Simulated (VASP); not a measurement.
**Ir: single point with LDA**

Crystal: Ir.

```
CELL_PARAMETERS angstrom
0.00000 1.95562 1.95562
1.95562 0.00000 1.95562
1.95562 1.95562 0.00000
ATOMIC_POSITIONS crystal
Ir 0.00000 0.00000 0.00000
```

This cell differs from its parent crystal: volume scaled by 1.08.

| Quantity | Value |
| --- | --- |
| Program | VASP 6.6.1 |
| Task | single point |
| Functional | LDA |
| Potentials or basis | VASP PAW LDA potentials, release 64 (Ir) |
| Cutoff | 500 eV |
| k mesh | 23 × 23 × 23 |
| Occupations | fermi-dirac, width 0.1 eV |
| Spin | no spin polarisation |
| Dipole correction | no |
| Further INCAR settings | ALGO = Normal; EDIFF = 1e-06; NBANDS = 10 |

```yaml
Pressure: -23.9 GPa
```

Levels at points of the mesh, in eV from the Fermi level:
| k point | band 1 | band 2 | band 3 | band 4 | band 5 | band 6 | band 7 | band 8 |
| --- | --- | --- | --- | --- | --- | --- | --- | --- |
| (0.00, 0.00, 0.00) | -10.49 | -3.57 | -3.57 | -3.57 | -1.07 | -1.07 | 14.48 | 19.68 |

Run time: 23 s on 1 thread of Intel(R) Xeon(R) 6975P-C (Granite Rapids), with other jobs on the host, peak memory 0.16 GiB.

Caveat: spin-orbit coupling is left out, which moves the levels of the heavy elements.
